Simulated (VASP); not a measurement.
# Lu (Im-3m) in VASP: notebook

Lu is run at these levels: PBE; tasks: relaxation of cell and atoms.

All numbers are computed with VASP 6.6.1; they aren't measurements. Logs are shortened: lines on timing, memory, paths and dates and some standing lists are left out, and cuts for length are marked.

## Step 1: The cell of the first run

It takes space group Im-3m (No. 229, cubic). The conventional cell has a = 3.063 Å, b = 3.063 Å, c = 3.063 Å, α = 90.00°, β = 90.00°, γ = 90.00°. Lu (site symmetry m-3m) has 14 Lu at 2.65 to 3.06 Å within 3.5 Å.

## Step 2: Relaxation of cell and atoms, PBE, target pressure 100 GPa, at which the enthalpy is minimised

INCAR

```
SYSTEM = Lu
  PREC = Accurate
  ENCUT = 600
  EDIFF = 1E-6
  ISMEAR = -1
  SIGMA = 0.05
  LREAL = .FALSE.
  LASPH = .TRUE.
  NELM = 60
  ALGO = Normal
  ISIF = 3
  LWAVE = .FALSE.
  LCHARG = .FALSE.
  GGA = PE
  IBRION = 2
  NSW = 60
  EDIFFG = -0.005
  PSTRESS = 1000.0
```

KPOINTS

```
Automatic mesh
0
G
  18 18 18
  0 0 0
```

POSCAR

```
Lu
1.0
   -1.5315536907      1.5315536907      1.5315536907
    1.5315536907     -1.5315536907      1.5315536907
    1.5315536907      1.5315536907     -1.5315536907
Lu
1
Direct
    0.0000000000      0.0000000000      0.0000000000
```

Potentials or basis: VASP PAW PBE potentials, release 64 (Lu).

Run with:

```
$ cat potpaw_PBE.64/Lu/POTCAR > POTCAR
$ mpirun -np 1 vasp_std > vasp.out
```

OUTCAR:

```text
SYSTEM = Lu
   PREC = Accurate
   ENCUT = 600
   EDIFF = 1E-6
   ISMEAR = -1
   LREAL = .FALSE.
   LASPH = .TRUE.
   NELM = 60
   ISIF = 3
   GGA = PE
   IBRION = 2
   NSW = 60
   EDIFFG = -0.005
   PSTRESS = 1000.0

 ion  position               nearest neighbor table
   1  0.000  0.000  0.000-

  LATTYP: Found a body centered cubic cell.
 ALAT       =     3.0631073814

  Lattice vectors:

 A1 = (  -1.5315536907,   1.5315536907,   1.5315536907)
 A2 = (   1.5315536907,  -1.5315536907,   1.5315536907)
 A3 = (   1.5315536907,   1.5315536907,  -1.5315536907)

Analysis of symmetry for initial positions (statically):
=====================================================================
 Subroutine PRICEL returns:
 Original cell was already a primitive cell.

 Routine SETGRP: Setting up the symmetry group for a
 body centered cubic supercell.

 Subroutine GETGRP returns: Found 48 space group operations
 (whereof 48 operations were pure point group operations)
 out of a pool of 48 trial point group operations.

The static configuration has the point symmetry O_h .

Analysis of symmetry for dynamics (positions and initial velocities):
=====================================================================
 Subroutine PRICEL returns:
 Original cell was already a primitive cell.

 Routine SETGRP: Setting up the symmetry group for a
 body centered cubic supercell.

 Subroutine GETGRP returns: Found 48 space group operations
 (whereof 48 operations were pure point group operations)
 out of a pool of 48 trial point group operations.

The dynamic configuration has the point symmetry O_h .

 Subroutine INISYM returns: Found 48 space group operations
 (whereof 48 operations are pure point group operations),
 and found     1 'primitive' translations

----------------------------------------------------------------------------------------

                                     Primitive cell

  volume of cell :      14.3700

  direct lattice vectors                    reciprocal lattice vectors
    -1.531553691  1.531553691  1.531553691     0.000000000  0.326465865  0.326465865
     1.531553691 -1.531553691  1.531553691     0.326465865  0.000000000  0.326465865
     1.531553691  1.531553691 -1.531553691     0.326465865  0.326465865  0.000000000

  length of vectors
     2.652728807  2.652728807  2.652728807     0.461692454  0.461692454  0.461692454

  position of ions in fractional coordinates (direct lattice)
     0.000000000  0.000000000  0.000000000

  ion indices of the primitive-cell ions
   primitive index   ion index
                 1           1

----------------------------------------------------------------------------------------

 KPOINTS: Automatic mesh

Automatic generation of k-mesh.
 Grid dimensions read from file:
 generate k-points for:   18   18   18

 Generating k-lattice:

  Cartesian coordinates                     Fractional coordinates (reciprocal lattice)
     0.000000000  0.018136992  0.018136992     0.055555556  0.000000000  0.000000000
     0.018136992  0.000000000  0.018136992     0.000000000  0.055555556  0.000000000
     0.018136992  0.018136992  0.000000000     0.000000000  0.000000000  0.055555556

  Length of vectors
     0.025649581  0.025649581  0.025649581

  Shift w.r.t. Gamma in fractional coordinates (k-lattice)
     0.000000000  0.000000000  0.000000000

 Subroutine IBZKPT returns following result:
 ===========================================

 Found    195 irreducible k-points:

 Following reciprocal coordinates:
            Coordinates               Weight
  0.000000  0.000000  0.000000      1.000000
  0.055556  0.000000  0.000000     12.000000
  0.111111  0.000000  0.000000     12.000000
  0.166667  0.000000  0.000000     12.000000
  0.222222  0.000000  0.000000     12.000000
  0.277778  0.000000  0.000000     12.000000
[... 16 lines left out ...]
  0.333333  0.111111  0.000000     48.000000
  0.388889  0.111111  0.000000     48.000000
 [... further k-points ...]
   k-points           NKPTS =    195   k-points in BZ     NKDIM =    195   number of bands    NBANDS=     16
   number of dos      NEDOS =    301   number of ions     NIONS =      1
   total plane-waves  NPLWV =  13824
   dimension x,y,z NGX =    24 NGY =   24 NGZ =   24
   dimension x,y,z NGXF=    48 NGYF=   48 NGZF=   48
   ions per type =               1
   NGX,Y,Z   is equivalent  to a cutoff of  15.04, 15.04, 15.04 a.u.
   NGXF,Y,Z  is equivalent  to a cutoff of  30.08, 30.08, 30.08 a.u.
 SYSTEM =  Lu
   PREC   = accura    normal or accurate (medium, high low for compatibility)
   ISTART =      0    job   : 0-new  1-cont  2-samecut
   ICHARG =      2    charge: 1-file 2-atom 10-const
   ISPIN  =      1    spin polarized calculation?
   LNONCOLLINEAR =      F non collinear calculations
   LSORBIT =      F    spin-orbit coupling
   LASPH  =      T    aspherical Exc in radial PAW
   ENCUT  =  600.0 eV  44.10 Ry    6.64 a.u.   5.30  5.30  5.30*2*pi/ulx,y,z
   NELM   =     60;   NELMIN=  2; NELMDL= -5     # of ELM steps
   EDIFF  = 0.1E-05   stopping-criterion for ELM
   LREAL  =      F    real-space projection
   EDIFFG = -.5E-02   stopping-criterion for IOM
   NSW    =     60    number of steps for IOM
   IBRION =      2    ionic relax: 0-MD 1-quasi-New 2-CG
   NFREE  =      1    steps in history (QN), initial steepest desc. (CG)
   ISIF   =      3    stress and relaxation
   ISYM   =      2    0-nonsym 1-usesym 2-fastsym
   POTIM  = 0.5000    time-step for ionic-motion
   TEBEG  =    0.0;   TEEND  =   0.0 temperature during run
   PSTRESS= 1000.0 pullay stress
   NELECT =      25.0000    total number of electrons
   NUPDOWN=      -1.0000    fix difference up-down
   EMIN   =  10.00;   EMAX   =-10.00  energy-range for DOS
   EFERMI =   0.00;   METHOD = LEGACY
   ISMEAR =    -1;   SIGMA  =   0.05  broadening in eV -4-tet -1-fermi 0-gaus
   EFERMI_NEDOS =   21; number of points for ismear=-14 and -15
   IALGO  =     38    algorithm
   IMIX   =      4    mixing-type and parameters
     AMIX     =   0.40;   BMIX     =  1.00
     AMIX_MAG =   1.60;   BMIX_MAG =  1.00
  volume/ion in A,a.u.               =      14.37        96.97
  Fermi-wavevector in a.u.,A,eV,Ry     =   1.968956  3.720787 52.746883  3.876787
  Thomas-Fermi vector in A             =   2.992071
   LORBIT       =      0    0 simple, 1 ext, 2 COOP (PROOUT), +10 PAW based schemes
   GGA     = PE    functional components
   LHFCALC =     F    Hartree Fock is set to
   AEXX    =    0.0000 exact exchange contribution
   IVDW    =     0    specifies the selected vdW correction
   LEPSILON=     F    determine dielectric tensor
   LRPA    =     F    only Hartree local field effects (RPA)
 conjugate gradient relaxation of ions
 non-spin polarized calculation
  energy-cutoff  :      600.00
  volume of cell :       14.37
 maximum number of plane-waves:       490
 NGX is ok and might be reduce to    24
   NGX = 11   NGY = 11   NGZ = 11

--------------------------------------- Ionic step        1  -------------------------------------------

 number of electron      24.9999994 magnetization

 Free energy of the ion-electron system (eV)
  ---------------------------------------------------
  ext. energy  EPLUGINS =         0.00000000
  ---------------------------------------------------
  free energy    TOTEN  =        -1.52935574 eV

  energy without entropy =       -1.51822233  energy(sigma->0) =       -1.52378904

------------------------ aborting loop because EDIFF is reached ----------------------------------------

  FORCE on cell =-STRESS in cart. coord.  units (eV):
  Direction    XX          YY          ZZ          XY          YZ          ZX
  --------------------------------------------------------------------------------------
  -------------------------------------------------------------------------------------
  Total        9.2917678      9.2917678      9.2917678      0.0000000      0.0000000      0.0000000
  in kB     1035.9821221   1035.9821221   1035.9821221      0.0000000      0.0000000      0.0000000
  external PRESSURE =      35.9821221 kB  Pullay stress =    1000.0000000 kB

 VOLUME and BASIS-vectors are now :
 -----------------------------------------------------------------------------
  energy-cutoff  :      600.00
  volume of cell :       14.37
      direct lattice vectors                 reciprocal lattice vectors
    -1.531553691  1.531553691  1.531553691     0.000000000  0.326465865  0.326465865
     1.531553691 -1.531553691  1.531553691     0.326465865  0.000000000  0.326465865
     1.531553691  1.531553691 -1.531553691     0.326465865  0.326465865  0.000000000

 POSITION                                       TOTAL-FORCE (eV/Angst)
 -----------------------------------------------------------------------------------
      0.00000      0.00000      0.00000        -0.000000      0.000000     -0.000000
 -----------------------------------------------------------------------------------
    total drift:                               -0.000000      0.000000      0.000000

  FREE ENERGIE OF THE ION-ELECTRON SYSTEM (eV)
  ---------------------------------------------------
  free  energy   TOTEN  =        -1.5293557414 eV

  energy  without entropy=       -1.5182223345  energy(sigma->0) =       -1.52378904
[... 17 lines left out ...]
 VOLUME and BASIS-vectors are now :
 -----------------------------------------------------------------------------
  energy-cutoff  :      600.00
  volume of cell :       15.05
      direct lattice vectors                 reciprocal lattice vectors
    -1.555398633  1.555398633  1.555398633     0.000000000  0.321461000  0.321461000
     1.555398633 -1.555398633  1.555398633     0.321461000  0.000000000  0.321461000
     1.555398633  1.555398633 -1.555398633     0.321461000  0.321461000  0.000000000

 POSITION                                       TOTAL-FORCE (eV/Angst)
 -----------------------------------------------------------------------------------
      1.55540      1.55540      1.55540         0.000000      0.000000      0.000000
 -----------------------------------------------------------------------------------
    total drift:                               -0.000000     -0.000000      0.000000

  FREE ENERGIE OF THE ION-ELECTRON SYSTEM (eV)
  ---------------------------------------------------
  free  energy   TOTEN  =        -1.9391325155 eV

  energy  without entropy=       -1.9270446497  energy(sigma->0) =       -1.93308858

  enthalpy is  TOTEN    =         7.4553864588 eV   P V=        9.3945189743

--------------------------------------- Ionic step        3  -------------------------------------------

 number of electron      24.9999996 magnetization

 Free energy of the ion-electron system (eV)
  ---------------------------------------------------
  ext. energy  EPLUGINS =         0.00000000
  ---------------------------------------------------
  free energy    TOTEN  =        -1.64024302 eV

  energy without entropy =       -1.62895809  energy(sigma->0) =       -1.63460055

 E-fermi :   5.4220     XC(G=0): -14.6285

 val. band max:        5.4146225095   @ k =   0.3333   0.0000   0.0000
 cond. band min:       5.4254963762   @ k =   0.3889   0.2222   0.0000
 fundamental gap:      0.0108738667
 Fermi energy:         5.4219916100

 k-point     1 :       0.0000    0.0000    0.0000
  band No.  band energies     occupation
      1     -50.4071      2.00000
      2     -19.2261      2.00000
      3     -19.2261      2.00000
      4     -19.2261      2.00000
      5      -1.5074      2.00000
      6       0.5315      2.00000
[... 8 lines left out ...]
     15       8.2727      0.00000
     16      12.4931      0.00000

 k-point     2 :       0.0556    0.0000    0.0000
  band No.  band energies     occupation
      1     -50.3908      2.00000
      2     -19.3670      2.00000
      3     -19.2630      2.00000
      4     -19.2286      2.00000
      5      -1.2810      2.00000
      6       0.5338      2.00000
[... 8 lines left out ...]
     15       8.4953      0.00000
     16      12.2035      0.00000
[... 387 lines left out ...]
      5       0.5992      2.00000
      6       0.6826      2.00000
[... 8 lines left out ...]
     15      12.5510      0.00000
     16      14.4734      0.00000

 k-point    24 :       0.3889    0.1111    0.0000
  band No.  band energies     occupation
      1     -49.8423      2.00000
      2     -22.7315      2.00000
      3     -20.4870      2.00000
      4     -19.4782      2.00000
      5       0.5984      2.00000
      6       0.6867      2.00000
[... 8 lines left out ...]
     15      12.6727      0.00000
     16      14.8762      0.00000

 [... further k-points ...]
[... 5 lines left out ...]
  --------------------------------------------------------------------------------------
  -------------------------------------------------------------------------------------
  Total        9.0773246      9.0773246      9.0773246     -0.0000000      0.0000000      0.0000000
  in kB      999.9407243    999.9407243    999.9407243     -0.0000000      0.0000000      0.0000000
  external PRESSURE =      -0.0592757 kB  Pullay stress =    1000.0000000 kB

 VOLUME and BASIS-vectors are now :
 -----------------------------------------------------------------------------
  energy-cutoff  :      600.00
  volume of cell :       14.54
      direct lattice vectors                 reciprocal lattice vectors
    -1.537722845  1.537722845  1.537722845     0.000000000  0.325156124  0.325156124
     1.537722845 -1.537722845  1.537722845     0.325156124  0.000000000  0.325156124
     1.537722845  1.537722845 -1.537722845     0.325156124  0.325156124  0.000000000

 POSITION                                       TOTAL-FORCE (eV/Angst)
 -----------------------------------------------------------------------------------
      0.00000      0.00000      0.00000         0.000000      0.000000     -0.000000
 -----------------------------------------------------------------------------------
    total drift:                                0.000000      0.000000      0.000000

  FREE ENERGIE OF THE ION-ELECTRON SYSTEM (eV)
  ---------------------------------------------------
  free  energy   TOTEN  =        -1.6402430225 eV

  energy  without entropy=       -1.6289580871  energy(sigma->0) =       -1.63460055

  enthalpy is  TOTEN    =         7.4376196492 eV   P V=        9.0778626717

 reached required accuracy - stopping structural energy minimisation
```

Run time: 1.7 min. Hardware: 1 thread of Intel Xeon Platinum 8259CL at 2.50GHz (Skylake/Cascade Lake), shared host; peak memory 0.21 GiB.

Results:

```yaml
Free_energy: -1.6402 eV
Relaxed_volume: 14.54 Å³/atom
Relaxed_cell: a = 2.663 Å, b = 2.663 Å, c = 2.663 Å, α = 109.47°, β = 109.47°, γ = 109.47°
Space_group_after_relaxing_to_0.05_Å: Im-3m (No. 229)
Energy_change_on_relaxing_the_enthalpy_is_what_falls: -110.9 meV/atom
Ionic_steps: 3
Pressure_after_relaxing: 100.0 GPa
```

Step by step:
| step | energy change (eV) | largest force (eV/Å) | pressure (GPa) | volume (Å³) |
| --- | --- | --- | --- | --- |
| 1 | 0.0000 | 0.0000 | 103.60 | 14.37 |
| 2 | -0.4098 | 0.0000 | 88.80 | 15.05 |
| 3 | -0.1109 | 0.0000 | 99.99 | 14.54 |

Final structure:
```
Lu
1.0
    -1.53772    1.53772    1.53772
     1.53772   -1.53772    1.53772
     1.53772    1.53772   -1.53772
Lu
1
Direct
  0.00000 0.00000 0.00000
```

Levels at points of the mesh, in eV from the Fermi level:
```tsv
k point	band 9	band 10	band 11	band 12	band 13	band 14	band 15	band 16
(0.00, 0.00, 0.00)	-4.41	-4.41	-4.41	-4.28	2.85	2.85	2.85	7.07
(0.50, 0.00, 0.00)	-4.43	-4.43	-4.35	-4.24	-0.75	5.55	7.59	9.17
(0.50, 0.50, 0.50)	-4.51	-4.51	-4.37	-4.37	-4.37	12.37	12.37	12.37
```

Caveat: the cell is relaxed towards a set pressure, so the enthalpy falls and the energy may rise; spin-orbit coupling is left out, which moves the levels of the heavy elements.

## Step 3: Relaxation of cell and atoms, PBE, target pressure 100 GPa, at which the enthalpy is minimised

This run uses another cell than the first one, of 14.41 Å³/atom, 1.003 times its volume.

INCAR

```
PREC = Accurate ; ENCUT = 600
EDIFF = 1E-6 ; ISMEAR = -1
SIGMA = 0.05 ; LREAL = F
LASPH = T ; NELM = 100
ALGO = Normal ; ISIF = 3
LWAVE = F ; LCHARG = F
GGA = PE ; IBRION = 2
NSW = 32 ; EDIFFG = -0.005
PSTRESS = 1000.0
```

KPOINTS

```
regular mesh
0
Gamma
  18 18 18
```

POSCAR

```
Lu
1.0
   -1.5330568166      1.5330568166      1.5330568166
    1.5330568166     -1.5330568166      1.5330568166
    1.5330568166      1.5330568166     -1.5330568166
Lu
1
Direct
    0.0000000000      0.0000000000      0.0000000000
```

Potentials or basis: VASP PAW PBE potentials, release 64 (Lu).

Run with:

```
$ cat potpaw_PBE.64/Lu/POTCAR > POTCAR
$ mpirun -np 1 vasp_std > vasp.out
```

Run time: 2.4 min. Hardware: 1 thread of Intel Xeon Platinum 8259CL at 2.50GHz (Skylake/Cascade Lake), shared host; peak memory 0.21 GiB.

Results (log left out):

```
Free energy                                            : -1.6335 eV
Relaxed volume                                         : 14.53 Å³/atom
Relaxed cell                                           : a = 2.663 Å, b = 2.663 Å, c = 2.663 Å, α = 109.47°, β = 109.47°, γ = 109.47°
Space group after relaxing (to 0.05 Å)                 : Im-3m (No. 229)
Energy change on relaxing (the enthalpy is what falls) : -76.8 meV/atom
Ionic steps                                            : 4
Pressure after relaxing                                : 100.0 GPa
```

The path:
```csv
step,energy change (eV),largest force (eV/Å),pressure (GPa),volume (Å³)
1,0.0000,0.0000,102.61,14.41
2,-0.3014,0.0000,91.88,14.91
3,-0.0813,0.0000,99.85,14.54
4,-0.0768,0.0000,99.95,14.53
```

Final structure:
```xyz
1
Lattice="-1.5373 1.5373 1.5373 1.5373 -1.5373 1.5373 1.5373 1.5373 -1.5373" Properties=species:S:1:pos:R:3 pbc="T T T"
Lu    0.0000    0.0000    0.0000
```

Levels at points of the mesh, in eV from the Fermi level:
```csv
k point,band 11,band 12,band 13,band 14,band 15,band 16
"(0.00, 0.00, 0.00)",-4.41,-4.28,2.85,2.85,2.85,7.07
"(0.50, 0.00, 0.00)",-4.35,-4.24,-0.75,5.56,7.60,9.17
"(0.50, 0.50, 0.50)",-4.37,-4.37,-4.37,12.38,12.38,12.38
```

Caveat: the cell is relaxed towards a set pressure, so the enthalpy falls and the energy may rise; spin-orbit coupling is left out, which moves the levels of the heavy elements.
